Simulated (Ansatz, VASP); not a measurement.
# NbP in VASP and in Ansatz

```
Nb P
1.0
    -3.32025    0.00000    0.00000
     0.00000   -3.32025    0.00000
     0.00000    0.00000   14.29039
Nb P
4 4
Direct
  0.00000 0.00000 0.26379
  0.50000 0.50000 0.65883
  0.50000 0.00000 0.06628
  0.00000 0.50000 0.46131
  0.00000 0.00000 0.72381
  0.50000 0.50000 0.32878
  0.00000 0.50000 0.13126
  0.50000 0.00000 0.52630
```

Alike in both runs: task single point; functional PBEsol; k mesh 14 × 14 × 4; occupations gaussian, width 0.15 eV; no spin polarisation.

|  | VASP | Ansatz |
| --- | --- | --- |
| version | VASP 6.6.1 | Ansatz 0.2.0 |
| potentials or method | VASP PAW PBE potentials, release 64 (Nb_sv, P), cutoff 520 eV | scalar-relativistic, plane waves, PAW |
| valence electrons in the cell | 72 | 72 |

|  | VASP | Ansatz | Ansatz less VASP |
| --- | --- | --- | --- |
| gap on the k mesh at the Fermi level (eV) | none | none | - |
| pressure (GPa) | -3.4 | -3.2 | +0.19 |
| traceless stress, the component that is largest in VASP (GPa) | 1.06 | 1.06 | -0.005 |
| rms of the force components (eV/Å) | 0.256 | 0.254 | -0.0022 |

VASP's potentials were made for PBE, not for PBEsol. Atom by atom the forces differ by 0.005 eV/Å (rms over components). A gap of «none» marks a metal or a gap that the smearing closes.
